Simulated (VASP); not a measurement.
Here is a VASP 6.6.1 calculation.

The input POSCAR:

```
MgS
1.0
    0.0000000000      2.7948299470      2.7948299470
    2.7948299470      0.0000000000      2.7948299470
    2.7948299470      2.7948299470      0.0000000000
S Mg
1 1
Direct
    0.2500000000      0.2500000000      0.2500000000
    0.0000000000      0.0000000000      0.0000000000
```

File INCAR.step1:

```
  PREC = Accurate
  ENCUT = 520
  EDIFF = 1E-5
  ISMEAR = -1
  SIGMA = 0.05
  LREAL = F
  LASPH = T
  NELM = 80
  ALGO = Normal
  ISIF = 2
  LWAVE = T
  NBANDS = 11
  GGA = PE
```

Contents of INCAR.step2:

```
  PREC = Accurate
  ENCUT = 520
  EDIFF = 1E-6
  ISMEAR = -1
  SIGMA = 0.05
  LREAL = F
  LASPH = T
  NELM = 80
  ALGO = Normal
  ISIF = 2
  LWAVE = F
  LCHARG = T
  GGA = PE
  LHFCALC = T
  AEXX = 0.25
  PRECFOCK = Normal
  LELF = T
  LVHAR = T
  NBANDS = 11
  ISTART = 1
```

KPOINTS

```
regular mesh
0
Gamma
  6 6 6
```

Potentials or basis: VASP PAW PBE potentials, release 64 (S, Mg).

Run with:

```bash
$ cat potpaw_PBE.64/S/POTCAR potpaw_PBE.64/Mg/POTCAR > POTCAR
$ cp INCAR.step1 INCAR
$ mpirun -np 1 vasp_std > vasp.out
$ cp INCAR.step2 INCAR
$ mpirun -np 1 vasp_std > vasp.out
```

What does it give for the band gap on the k mesh?

5.42 eV, direct.

What does it give for the pressure?

2.2 GPa.

Caveat: the PAW data sets were made with another functional, which shifts forces and pressure a little. A k mesh can miss the band edges.
